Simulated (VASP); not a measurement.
Runs of VASP 6.6.1 on ScAl3N4. The structure is that of space group P3m1 (No. 156), or close to it. The cells are those of the table. 

```tsv
task	cell	k mesh	cutoff (eV)	smearing	gap on the mesh (eV)	pressure (GPa)	largest force (eV/Å)
single point	a = 3.159, b = 3.160, c = 10.317 Å, angles 90.0, 90.0, 120.0°, 8 atoms	6 × 6 × 2	520	gaussian 0.1 eV	3.03	-0.1	0.10
relaxation of cell and atoms	relaxed from a = 3.227, b = 3.227, c = 10.136 Å, angles 90.0, 90.0, 120.0°, 8 atoms	4 × 4 × 2	600	gaussian 0.15 eV	3.01	-0.1	0.06
single point	a = 3.161, b = 3.161, c = 10.301 Å, angles 90.0, 90.0, 120.0°, 8 atoms	4 × 4 × 2	520	gaussian 0.15 eV	3.03	0.0	0.10
single point	a = 3.158, b = 3.158, c = 10.314 Å, angles 90.0, 90.0, 120.0°, 8 atoms	6 × 6 × 2	520	gaussian 0.1 eV	3.03	(a)	0.11
```

Alike in all rows: level PBE; potentials or basis VASP PAW PBE potentials, release 64 (Sc_sv, Al, N); no spin polarisation.

Task: Estimate the missing entries.

Result: (a) 0.1.

Caveats: some runs use coarse meshes; the relaxation stopped at a loose force limit of 0.08 eV/Å, so its end isn't a converged minimum (some runs).

A k mesh can miss the band edges.
